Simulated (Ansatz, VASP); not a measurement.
CdSe: VASP beside Ansatz

Contents of INCAR:

```
SYSTEM = CdSe
ALGO = Normal
EDIFF = 1E-6
ENCUT = 520
GGA = PE
ISIF = 2
ISMEAR = -1
LASPH = .TRUE.
LCHARG = .FALSE.
LREAL = .FALSE.
LWAVE = .FALSE.
NBANDS = 16
NELM = 60
PREC = Accurate
SIGMA = 0.02
```

The input KPOINTS:

```
k-points
0
G
  8 8 8
  0 0 0
```

POSCAR

```
CdSe
1.0
    0.0000000000      3.0678016992      3.0678016992
    3.0678016992      0.0000000000      3.0678016992
    3.0678016992      3.0678016992      0.0000000000
Cd Se
1 1
Direct
    0.0000000000      0.0000000000      0.0000000000
    0.7500000000      0.7500000000      0.7500000000
```

Input for Ansatz:

```yaml
crystal:
  lattice:
    - [0.0, 3.0678016992, 3.0678016992]
    - [3.0678016992, 0.0, 3.0678016992]
    - [3.0678016992, 3.0678016992, 0.0]
  atoms:
    - { symbol: Cd, position: [0.0, 0.0, 0.0] }
    - { symbol: Se, position: [0.75, 0.75, 0.75] }
kpoints:
  mp_grid: { grid: [8, 8, 8] }
  band_path:
    path:
      - [[0.0, 0.0, 0.0], [-0.5, -0.5, -6.062356613407e-34], [-0.375, -0.375, 0.25]]
      - [[-0.375, -2.510503239333e-17, 0.375], [0.0, 0.0, 0.0], [-1.673668826222e-17, -1.673668826222e-17, 0.5], [-0.5, -0.25, 0.25], [-0.5, -0.5, -6.062356613407e-34]]
    npoints: 10
hamiltonian:
  xc: pbe
scf:
  occupations: { method: fermi_dirac, width: 0.02 }
  n_extra_bands: 4
output:
  forces: true
  stress: true
  eigenvalues: true
```

Alike in both runs: task single point; functional PBE; k mesh 8 × 8 × 8; occupations fermi-dirac, width 0.02 eV; no spin polarisation.

```csv
,VASP,Ansatz
version,VASP 6.6.1,Ansatz 0.2.0
potentials or method,"VASP PAW PBE potentials, release 64 (Cd, Se)","plane waves, PAW"
plane-wave cutoff (eV),520,420
valence electrons in the cell,18,36
```

```csv
,VASP,Ansatz,Ansatz less VASP
pressure (GPa),1.7,1.4,-0.29
```

With one functional, cell and mesh, what is left measures potentials, basis and numerics. VASP's potentials hold 18 valence electrons a cell and Ansatz's 36, so a difference there can come from the potentials and not from the codes.
